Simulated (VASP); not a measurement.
# Ta (Fmmm) in VASP: a series of runs

The runs below take Ta through single point, relaxation of cell and atoms, with PBEsol.

All numbers are computed with VASP 6.6.1; they aren't measurements. Logs are shortened: lines on timing, memory, paths and dates and some standing lists are left out, and cuts for length are marked.

### 1 The cell of the first run

Symmetry: Fmmm, No. 69, orthorhombic system. Conventional cell: a = 3.111 Å, b = 4.731 Å, c = 10.032 Å, α = 90.00°, β = 90.00°, γ = 90.00°. Within 3.6 Å of Ta (site symmetry mm2) lie 11 Ta at 2.71 to 3.30 Å.

### 2 Single point, PBEsol

INCAR reads:

```
SYSTEM = Ta
ALGO = Normal
EDIFF = 1E-6
ENCUT = 520
GGA = PS
ISIF = 2
ISMEAR = 0
LASPH = .TRUE.
LCHARG = .FALSE.
LREAL = .FALSE.
LWAVE = .FALSE.
NBANDS = 18
NELM = 100
PREC = Accurate
SIGMA = 0.1
```

KPOINTS reads:

```
k-points
0
G
  22 22 22
  0 0 0
```

POSCAR reads:

```
Ta
1.0
    0.0000000000      2.3654143818      5.0159796357
    1.5552619443      0.0000000000      5.0159796357
    1.5552619443      2.3654143818      0.0000000000
Ta
2
Direct
    0.1350970187      0.1350970187      0.8649029813
    0.8649029813      0.8649029813      0.1350970187
```

Potentials or basis: VASP PAW PBE potentials, release 64 (Ta_pv).

Started as:

```
$ cat potpaw_PBE.64/Ta_pv/POTCAR > POTCAR
$ mpirun -np 1 vasp_std > vasp.out
```

OUTCAR:

```text
SYSTEM = Ta
   EDIFF = 1E-6
   ENCUT = 520
   GGA = PS
   ISIF = 2
   ISMEAR = 0
   LASPH = .TRUE.
   LREAL = .FALSE.
   NELM = 100
   PREC = Accurate

 ion  position               nearest neighbor table
   1  0.135  0.135  0.865-   2 2.71   2 2.78   2 2.78   2 3.30   2 3.30
   2  0.865  0.865  0.135-   1 2.71   1 2.78   1 2.78   1 3.30   1 3.30

  LATTYP: Found a face centered orthorhombic cell.
 ALAT       =     3.1105238886
 B/A-ratio  =     1.5209106032
 C/A-ratio  =     3.2251670878

  Lattice vectors:

 A1 = (   0.0000000000,   2.3654143818,   5.0159796357)
 A2 = (   1.5552619443,   0.0000000000,   5.0159796357)
 A3 = (   1.5552619443,   2.3654143818,   0.0000000000)

Analysis of symmetry for initial positions (statically):
=====================================================================
 Subroutine PRICEL returns:
 Original cell was already a primitive cell.

 Routine SETGRP: Setting up the symmetry group for a
 face centered orthorhombic supercell.

 Subroutine GETGRP returns: Found  8 space group operations
 (whereof  8 operations were pure point group operations)
 out of a pool of  8 trial point group operations.

The static configuration has the point symmetry D_2h.

Analysis of symmetry for dynamics (positions and initial velocities):
=====================================================================
 Subroutine PRICEL returns:
 Original cell was already a primitive cell.

 Routine SETGRP: Setting up the symmetry group for a
 face centered orthorhombic supercell.

 Subroutine GETGRP returns: Found  8 space group operations
 (whereof  8 operations were pure point group operations)
 out of a pool of  8 trial point group operations.

The dynamic configuration has the point symmetry D_2h.

 Subroutine INISYM returns: Found  8 space group operations
 (whereof  8 operations are pure point group operations),
 and found     1 'primitive' translations

----------------------------------------------------------------------------------------

                                     Primitive cell

  volume of cell :      36.9060

  direct lattice vectors                    reciprocal lattice vectors
     0.000000000  2.365414382  5.015979636    -0.321489253  0.211379454  0.099681425
     1.555261944  0.000000000  5.015979636     0.321489253 -0.211379454  0.099681425
     1.555261944  2.365414382  0.000000000     0.321489253  0.211379454 -0.099681425

  length of vectors
[... 81 lines left out ...]
   NELM   =    100;   NELMIN=  2; NELMDL= -5     # of ELM steps
   EDIFF  = 0.1E-05   stopping-criterion for ELM
   LREAL  =      F    real-space projection
   EDIFFG = 0.1E-04   stopping-criterion for IOM
   NSW    =      0    number of steps for IOM
   IBRION =     -1    ionic relax: 0-MD 1-quasi-New 2-CG
   NFREE  =      0    steps in history (QN), initial steepest desc. (CG)
   ISIF   =      2    stress and relaxation
   ISYM   =      2    0-nonsym 1-usesym 2-fastsym
   POTIM  = 0.5000    time-step for ionic-motion
   TEBEG  =    0.0;   TEEND  =   0.0 temperature during run
   PSTRESS=    0.0 pullay stress
   NELECT =      22.0000    total number of electrons
   NUPDOWN=      -1.0000    fix difference up-down
   EMIN   =  10.00;   EMAX   =-10.00  energy-range for DOS
   EFERMI =   0.00;   METHOD = LEGACY
   ISMEAR =     0;   SIGMA  =   0.10  broadening in eV -4-tet -1-fermi 0-gaus
   EFERMI_NEDOS =   21; number of points for ismear=-14 and -15
   IALGO  =     38    algorithm
   IMIX   =      4    mixing-type and parameters
     AMIX     =   0.40;   BMIX     =  1.00
     AMIX_MAG =   1.60;   BMIX_MAG =  1.00
  volume/ion in A,a.u.               =      18.45       124.53
  Fermi-wavevector in a.u.,A,eV,Ry     =   1.377792  2.603649 25.828073  1.898310
  Thomas-Fermi vector in A             =   2.502913
   LORBIT       =      0    0 simple, 1 ext, 2 COOP (PROOUT), +10 PAW based schemes
   GGA     = PS    functional components
   LHFCALC =     F    Hartree Fock is set to
   AEXX    =    0.0000 exact exchange contribution
   IVDW    =     0    specifies the selected vdW correction
   LEPSILON=     F    determine dielectric tensor
   LRPA    =     F    only Hartree local field effects (RPA)
 non-spin polarized calculation
 Gauss-broadening in eV      SIGMA  =   0.10
  energy-cutoff  :      520.00
  volume of cell :       36.91
 maximum number of plane-waves:      1016
 NGX is ok and might be reduce to    42
   NGX = 21   NGY = 19   NGZ = 11

 number of electron      22.0000001 magnetization

 Free energy of the ion-electron system (eV)
  ---------------------------------------------------
  ext. energy  EPLUGINS =         0.00000000
  ---------------------------------------------------
  free energy    TOTEN  =       -24.26009040 eV

  energy without entropy =      -24.25193905  energy(sigma->0) =      -24.25601473

 E-fermi :   5.5921     XC(G=0): -12.5517

 val. band max:        5.5915677629   @ k =  -0.4545   0.3636   0.0455
 cond. band min:       5.5920915963   @ k =   0.3182  -0.0455   0.2727
 fundamental gap:      0.0005238334
 Fermi energy:         5.5920583460

 k-point     1 :       0.0000    0.0000    0.0000
  band No.  band energies     occupation
      1     -29.3227      2.00000
      2     -28.1271      2.00000
      3     -27.9648      2.00000
      4     -27.9132      2.00000
      5     -27.8671      2.00000
      6     -27.7855      2.00000
[... 481 lines left out ...]
      5     -27.9924      2.00000
      6     -27.9587      2.00000
[... 10 lines left out ...]
     17      11.2084      0.00000
     18      13.5671      0.00000

 [... further k-points ...]

------------------------ aborting loop because EDIFF is reached ----------------------------------------

  FORCE on cell =-STRESS in cart. coord.  units (eV):
  Direction    XX          YY          ZZ          XY          YZ          ZX
  --------------------------------------------------------------------------------------
  -------------------------------------------------------------------------------------
  Total        0.0424056      0.0504478      0.0436690      0.0000000      0.0000000      0.0000000
  in kB        1.8409314      2.1900610      1.8957782      0.0000000      0.0000000      0.0000000
  external PRESSURE =       1.9755902 kB  Pullay stress =       0.0000000 kB

 VOLUME and BASIS-vectors are now :
 -----------------------------------------------------------------------------
  energy-cutoff  :      520.00
  volume of cell :       36.91
      direct lattice vectors                 reciprocal lattice vectors
     0.000000000  2.365414382  5.015979636    -0.321489253  0.211379454  0.099681425
     1.555261944  0.000000000  5.015979636     0.321489253 -0.211379454  0.099681425
     1.555261944  2.365414382  0.000000000     0.321489253  0.211379454 -0.099681425

 POSITION                                       TOTAL-FORCE (eV/Angst)
 -----------------------------------------------------------------------------------
      1.55526      2.36541      1.35529         0.000000      0.000000      0.002417
      1.55526      2.36541      8.67667         0.000000      0.000000     -0.002417
 -----------------------------------------------------------------------------------
    total drift:                               -0.000000     -0.000000     -0.000000

  FREE ENERGIE OF THE ION-ELECTRON SYSTEM (eV)
  ---------------------------------------------------
  free  energy   TOTEN  =       -24.2600903987 eV

  energy  without entropy=      -24.2519390546  energy(sigma->0) =      -24.25601473
```

It took 19 min on 1 thread of Intel Xeon Platinum 8259CL at 2.50GHz (Skylake/Cascade Lake), shared host; peak memory 0.88 GiB.

What came out:

| Item | Value |
| --- | --- |
| Free energy | -24.2601 eV |
| Pressure | 0.2 GPa |
| Band gap on the k mesh | zero (band 11 reaches 6.29 eV, above the bottom of band 12 at 4.67 eV) |

Forces in eV/Å, atoms in the order of the input:
```
Ta   0.000  0.000  0.002
Ta   0.000  0.000 -0.002
```

Caveat: the PAW data sets were made with another functional, which shifts forces and pressure a little; spin-orbit coupling is left out, which moves the levels of the heavy elements.

### 3 Single point, PBEsol

INCAR reads:

```
PREC = Accurate
ENCUT = 520
EDIFF = 1E-6
ISMEAR = 0
SIGMA = 0.1
LREAL = F
LASPH = T
NELM = 100
ALGO = Normal
ISIF = 2
LWAVE = F
LCHARG = F
GGA = PS
NBANDS = 18
```

KPOINTS reads:

```
Automatic mesh
0
Gamma
  6 6 6
```

POSCAR reads:

```
Ta
1.0
    0.0000000000      2.4073155949      5.0684973018
    1.5131442953      0.0000000000      5.0684973018
    1.5131442953      2.4073155949      0.0000000000
Ta
2
Direct
    0.1341625594      0.1341625594      0.8658374406
    0.8658374406      0.8658374406      0.1341625594
```

Potentials or basis: VASP PAW PBE potentials, release 64 (Ta_pv).

Started as:

```
$ cat potpaw_PBE.64/Ta_pv/POTCAR > POTCAR
$ mpirun -np 1 vasp_std > vasp.out
```

Wall time 33 s (1 thread of Intel Xeon Platinum 8259CL at 2.50GHz (Skylake/Cascade Lake), shared host); peak memory 0.19 GiB.

The run converged. Its results:

| Property | Result |
| --- | --- |
| Free energy | -24.2918 eV |
| Pressure | 0.1 GPa |
| Largest force | 0.018 eV/Å |
| Band gap on the k mesh | zero (band 11 reaches 6.41 eV, above the bottom of band 12 at 4.79 eV) |

Forces on the atoms (eV/Å):
```
Ta   0.000  0.000  0.018
Ta   0.000  0.000 -0.018
```

Stress tensor (GPa, compression positive):
```
 0.12  0.00  0.00
 0.00 -0.04  0.00
 0.00  0.00  0.15
```

Levels at points of the mesh, in eV from the Fermi level:
```tsv
k point	band 9	band 10	band 11	band 12	band 13	band 14
(0.00, 0.00, 0.00)	-1.76	-0.31	0.25	0.27	1.59	2.19
(0.50, 0.00, 0.00)	-2.68	-2.18	0.29	1.15	2.22	4.33
(0.50, 0.50, 0.00)	-2.43	-0.72	0.35	0.78	1.33	1.89
(0.50, 0.00, 0.50)	-3.42	-0.37	0.85	1.05	2.46	3.06
(0.00, 0.50, 0.50)	-2.84	-2.32	-0.50	0.08	3.17	5.41
```

Caveat: the k points lie up to 0.42 Å⁻¹ apart; the PAW data sets were made with another functional, which shifts forces and pressure a little; spin-orbit coupling is left out, which moves the levels of the heavy elements.

### 4 Relaxation of cell and atoms, PBEsol

This run uses another cell than the first one, of 18.40 Å³/atom, 0.997 times its volume.

INCAR reads:

```
PREC = Accurate ; ENCUT = 600
EDIFF = 1E-6 ; ISMEAR = 0
SIGMA = 0.1 ; LREAL = F
LASPH = T ; NELM = 100
ALGO = Normal ; ISIF = 3
LWAVE = F ; LCHARG = F
GGA = PS ; IBRION = 2
NSW = 90 ; EDIFFG = -0.04
```

KPOINTS is that of step 3.

POSCAR reads:

```
Ta
1.0
    0.0000000000      2.3466304297      4.9915287756
    1.5707298968      0.0000000000      4.9915287756
    1.5707298968      2.3466304297      0.0000000000
Ta
2
Direct
    0.1353615392      0.1353615392      0.8646384608
    0.8646384608      0.8646384608      0.1353615392
```

Potentials or basis: VASP PAW PBE potentials, release 64 (Ta_pv).

Started as:

```
$ cat potpaw_PBE.64/Ta_pv/POTCAR > POTCAR
$ mpirun -np 1 vasp_std > vasp.out
```

OUTCAR:

```text
PREC = Accurate
   ENCUT = 600
   EDIFF = 1E-6
   ISMEAR = 0
   LREAL = F
   LASPH = T
   NELM = 100
   ISIF = 3
   GGA = PS
   IBRION = 2
   NSW = 90
   EDIFFG = -0.04

 ion  position               nearest neighbor table
   1  0.135  0.135  0.865-   2 2.70   2 2.78   2 2.78   2 3.28   2 3.28
   2  0.865  0.865  0.135-   1 2.70   1 2.78   1 2.78   1 3.28   1 3.28

  LATTYP: Found a face centered orthorhombic cell.
 ALAT       =     3.1414597936
 B/A-ratio  =     1.4939745111
 C/A-ratio  =     3.1778403058

  Lattice vectors:

 A1 = (   0.0000000000,   2.3466304297,   4.9915287756)
 A2 = (   1.5707298968,   0.0000000000,   4.9915287756)
 A3 = (   1.5707298968,   2.3466304297,   0.0000000000)

Analysis of symmetry for initial positions (statically):
=====================================================================
 Subroutine PRICEL returns:
 Original cell was already a primitive cell.

 Routine SETGRP: Setting up the symmetry group for a
 face centered orthorhombic supercell.

 Subroutine GETGRP returns: Found  8 space group operations
 (whereof  8 operations were pure point group operations)
 out of a pool of  8 trial point group operations.

[... 344 lines left out ...]
--------------------------------------- Ionic step       10  -------------------------------------------

 number of electron      22.0000001 magnetization

 Free energy of the ion-electron system (eV)
  ---------------------------------------------------
  ext. energy  EPLUGINS =         0.00000000
  ---------------------------------------------------
  free energy    TOTEN  =       -24.29218411 eV

  energy without entropy =      -24.28503845  energy(sigma->0) =      -24.28861128

 E-fermi :   5.5507     XC(G=0): -12.5412

 val. band max:        5.5108915999   @ k =   0.5000   0.3333   0.1667
 cond. band min:       5.5844471938   @ k =  -0.3333   0.1667   0.5000
 fundamental gap:      0.0735555939
 Fermi energy:         5.5506666649

 k-point     1 :       0.0000    0.0000    0.0000
  band No.  band energies     occupation
      1     -29.3164      2.00000
      2     -28.1295      2.00000
      3     -27.9882      2.00000
      4     -27.9575      2.00000
      5     -27.9117      2.00000
      6     -27.8229      2.00000
      7      -2.6621      2.00000
      8       0.9400      2.00000
      9       3.8043      2.00000
     10       5.2126      2.00000
     11       5.7847      0.00093
     12       5.8148      0.00019
     13       7.1617      0.00000
     14       7.7563      0.00000
[... 401 lines left out ...]
      2     -28.3062      2.00000
      3     -28.2664      2.00000
      4     -28.1847      2.00000
      5     -28.1292      2.00000
      6     -28.0252      2.00000
      7      -0.6629      2.00000
      8       1.0699      2.00000
      9       3.3896      2.00000
     10       5.5109      1.42623
     11       5.8076      0.00028
     12       5.9951      0.00000
     13       6.5232      0.00000
     14       6.5480      0.00000
     15       7.3862      0.00000

 [... further k-points ...]

------------------------ aborting loop because EDIFF is reached ----------------------------------------

  FORCE on cell =-STRESS in cart. coord.  units (eV):
  Direction    XX          YY          ZZ          XY          YZ          ZX
  --------------------------------------------------------------------------------------
  -------------------------------------------------------------------------------------
  Total       -0.0660044     -0.0588522     -0.0597820     -0.0000000      0.0000000      0.0000000
  in kB       -2.8575521     -2.5479129     -2.5881660     -0.0000000      0.0000000      0.0000000
  external PRESSURE =      -2.6645437 kB  Pullay stress =       0.0000000 kB
[... 17 lines left out ...]
  FREE ENERGIE OF THE ION-ELECTRON SYSTEM (eV)
  ---------------------------------------------------
  free  energy   TOTEN  =       -24.2921841098 eV

  energy  without entropy=      -24.2850384517  energy(sigma->0) =      -24.28861128

 reached required accuracy - stopping structural energy minimisation
```

OSZICAR:

```text
N       E                     dE             d eps       ncg     rms          rms(c)
DAV:   1     0.168106765111E+03    0.16811E+03   -0.14097E+04  1380   0.167E+03
DAV:   2    -0.216863290912E+02   -0.18979E+03   -0.18793E+03  1709   0.415E+02
[... 71 lines left out ...]
DAV:   1    -0.242947874373E+02   -0.27851E-02   -0.10287E-01  1387   0.356E+00    0.391E-01
DAV:   2    -0.242927354879E+02    0.20519E-02   -0.36815E-03  1611   0.623E-01    0.156E-01
DAV:   3    -0.242921812379E+02    0.55425E-03   -0.18347E-03  1591   0.408E-01    0.579E-02
DAV:   4    -0.242921879395E+02   -0.67017E-05   -0.47482E-05  1646   0.621E-02    0.173E-02
DAV:   5    -0.242921843596E+02    0.35800E-05   -0.18637E-05  1604   0.413E-02    0.828E-03
DAV:   6    -0.242921841098E+02    0.24981E-06   -0.86939E-07   965   0.901E-03
  10 F= -.24292184E+02 E0= -.24288611E+02  d E =-.181822E-03
```

Run time: 2.8 min. Hardware: 1 thread of Intel Xeon Platinum 8259CL at 2.50GHz (Skylake/Cascade Lake), shared host; peak memory 0.22 GiB.

Results:

```
Free energy                            : -24.2922 eV
Relaxed volume                         : 18.50 Å³/atom
Relaxed cell                           : a = 5.614 Å, b = 5.294 Å, c = 2.844 Å, α = 81.22°, β = 68.73°, γ = 30.05°
Space group after relaxing (to 0.05 Å) : Fmmm (No. 69)
Energy gained by relaxing              : 7.9 meV/atom
Ionic steps                            : 10
Pressure after relaxing                : -0.3 GPa
Largest force after relaxing           : 0.021 eV/Å
Band gap on the k mesh                 : zero (band 11 reaches 6.40 eV, above the bottom of band 12 at 4.77 eV)
```

Forces on the atoms (eV/Å):
```
Ta   0.000  0.000 -0.021
Ta   0.000  0.000  0.021
```

Step by step:
```tsv
step	energy change (eV)	largest force (eV/Å)	pressure (GPa)	volume (Å³)
1	0.0000	0.1286	0.68	36.80
2	-0.0066	0.1373	-1.08	37.21
3	-0.0066	0.1272	-1.03	37.20
4	-0.0103	0.2829	1.20	36.80
5	-0.0104	0.2677	0.91	36.85
6	-0.0136	0.1805	0.70	36.86
7	-0.0156	0.0393	0.49	36.87
8	-0.0156	0.0562	0.51	36.87
9	-0.0156	0.0489	0.50	36.87
10	-0.0158	0.0206	-0.27	37.01
```

Final structure:
```xyz
2
Lattice="0.0000 2.4065 5.0720 1.5160 0.0000 5.0720 1.5160 2.4065 0.0000" Properties=species:S:1:pos:R:3 pbc="T T T"
Ta    1.5160    2.4065    1.3629
Ta    1.5160    2.4065    8.7810
```

Caveat: the k points lie up to 0.42 Å⁻¹ apart in the final cell; the PAW data sets were made with another functional, which shifts forces and pressure a little; spin-orbit coupling is left out, which moves the levels of the heavy elements.

(Part 1 of 2 ends here.)
